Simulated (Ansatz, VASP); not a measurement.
## MgH2 in VASP and in Ansatz

Contents of INCAR:

```
ALGO = Normal ; EDIFF = 1E-7
ENCUT = 520 ; GGA = PE
ISIF = 2 ; ISMEAR = 0
LASPH = True ; LCHARG = False
LREAL = False ; LWAVE = False
NBANDS = 20 ; NELM = 60
PREC = Accurate ; SIGMA = 0.1
```

The input KPOINTS:

```
k-points
0
Gamma
  4 4 2
```

POSCAR

```
MgH2
1.0
    4.5170125583      0.0000000000      0.0000000000
    0.0000000000      4.5170125583      0.0000000000
    0.0000000000      0.0000000000      6.0257350852
Mg H
4 8
Direct
    0.5000000000      0.5000000000      0.2500000000
    0.5000000000      0.5000000000      0.7500000000
    0.0000000000      1.0000000000      0.5000000000
    0.0000000000      0.0000000000      0.0000000000
    0.6956845851      0.6956845851      0.0000000000
    0.6956845851      0.6956845851      0.5000000000
    0.8043154149      0.1956845851      0.2500000000
    0.8043154149      0.1956845851      0.7500000000
    0.3043154149      0.3043154149      0.5000000000
    0.3043154149      0.3043154149      0.0000000000
    0.1956845851      0.8043154149      0.2500000000
    0.1956845851      0.8043154149      0.7500000000
```

Input for Ansatz:

```yaml
crystal:
  lattice:
    - [4.5170125583, 0.0, 0.0]
    - [0.0, 4.5170125583, 0.0]
    - [0.0, 0.0, 6.0257350852]
  atoms:
    - { symbol: Mg, position: [0.5, 0.5, 0.25] }
    - { symbol: Mg, position: [0.5, 0.5, 0.75] }
    - { symbol: Mg, position: [0.0, 1.0, 0.5] }
    - { symbol: Mg, position: [0.0, 0.0, 0.0] }
    - { symbol: H, position: [0.6956845851, 0.6956845851, 0.0] }
    - { symbol: H, position: [0.6956845851, 0.6956845851, 0.5] }
    - { symbol: H, position: [0.8043154149, 0.1956845851, 0.25] }
    - { symbol: H, position: [0.8043154149, 0.1956845851, 0.75] }
    - { symbol: H, position: [0.3043154149, 0.3043154149, 0.5] }
    - { symbol: H, position: [0.3043154149, 0.3043154149, 0.0] }
    - { symbol: H, position: [0.1956845851, 0.8043154149, 0.25] }
    - { symbol: H, position: [0.1956845851, 0.8043154149, 0.75] }
basis:
  ecutwfc: 420
kpoints:
  mp_grid: { grid: [4, 4, 2] }
hamiltonian:
  xc: pbe
scf:
  occupations: { method: gaussian, width: 0.1 }
  lower_state_search: "off"
output:
  forces: true
  stress: true
  eigenvalues: true
```

Alike in both runs: task single point; functional PBE; k mesh 4 × 4 × 2; occupations gaussian, width 0.1 eV; no spin polarisation.

```csv
,VASP,Ansatz
version,VASP 6.6.1,Ansatz 0.2.0
potentials or method,"VASP PAW PBE potentials, release 64 (Mg, H), cutoff 520 eV","scalar-relativistic, plane waves, PAW"
valence electrons in the cell,16,48
```

```tsv
	VASP	Ansatz	Ansatz less VASP
gap on the k mesh at the Fermi level (eV)	3.88	3.90	+0.012
least direct gap on the mesh (eV)	4.53	4.54	+0.009
pressure (GPa)	-0.3	0.0	+0.28
traceless stress, the component that is largest in VASP (GPa)	-0.13	-0.07	+0.053
```

The functional is the same, so the differences come from potentials, cutoffs and numerics. VASP's potentials hold 16 valence electrons a cell and Ansatz's 48, so a difference there can come from the potentials and not from the codes.

The k mesh is coarse, so the values compare programs but aren't converged.
